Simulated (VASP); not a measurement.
Wanted: the native input for a VASP 6.6.1 run.

| Item | Value |
| --- | --- |
| Task | relaxation of cell and atoms |
| Functional | PBEsol |
| Potentials or basis | VASP PAW PBE potentials, release 64 (Sc_sv) |
| Cutoff | 600 eV |
| k mesh | 6 × 6 × 2 |
| Occupations | gaussian, width 0.1 eV |
| Spin | no spin polarisation |
| Dipole correction | no |
| Further INCAR settings | ALGO = Normal; EDIFF = 1e-07; IBRION = 2; EDIFFG = -0.04; NSW = 90; ISIF = 3 |

The structure of Sc lies in POSCAR:

```
Sc
1.0
    3.5758864841      0.0000000000      0.0000000000
   -1.7879432421      3.0968085363      0.0000000000
    0.0000000000      0.0000000000      9.7392030258
Sc
4
Direct
    0.0000000000      0.0000000000      0.2500000000
    0.0000000000      0.0000000000      0.7500000000
    0.3333333333      0.6666666667      0.7500000000
    0.6666666667      0.3333333333      0.2500000000
```

These files were run (other wordings do the same):

INCAR

```
PREC = Accurate ; ENCUT = 600
EDIFF = 1E-7 ; ISMEAR = 0
SIGMA = 0.1 ; LREAL = False
LASPH = True ; NELM = 60
ALGO = Normal ; ISIF = 3
LWAVE = False ; LCHARG = False
GGA = PS ; IBRION = 2
NSW = 90 ; EDIFFG = -0.04
```

KPOINTS

```
regular mesh
0
Gamma
  6 6 2
```

Potentials or basis: VASP PAW PBE potentials, release 64 (Sc_sv).

Launch:

```sh
$ cat potpaw_PBE.64/Sc_sv/POTCAR > POTCAR
$ mpirun -np 1 vasp_std > vasp.out
```

It gave:

The relaxed volume is 25.56 Å³/atom. The relaxed cell is a = 5.053 Å, b = 5.053 Å, c = 4.624 Å, α = 90.00°, β = 90.00°, γ = 120.00°. The space group after relaxing (to 0.1 Å) is P6_3/mmc (No. 194), the pressure after relaxing is 0.0 GPa and the band gap on the k mesh is zero (filled and empty bands touch).

Caveat: a cell axis changed by over 15 % at a fixed basis, so the end point is rough; the PAW data sets were made with another functional, which shifts forces and pressure a little.

It took 13 min on 1 thread of Intel(R) Xeon(R) 6975P-C (Granite Rapids) (shared host), peak memory 0.29 GiB.
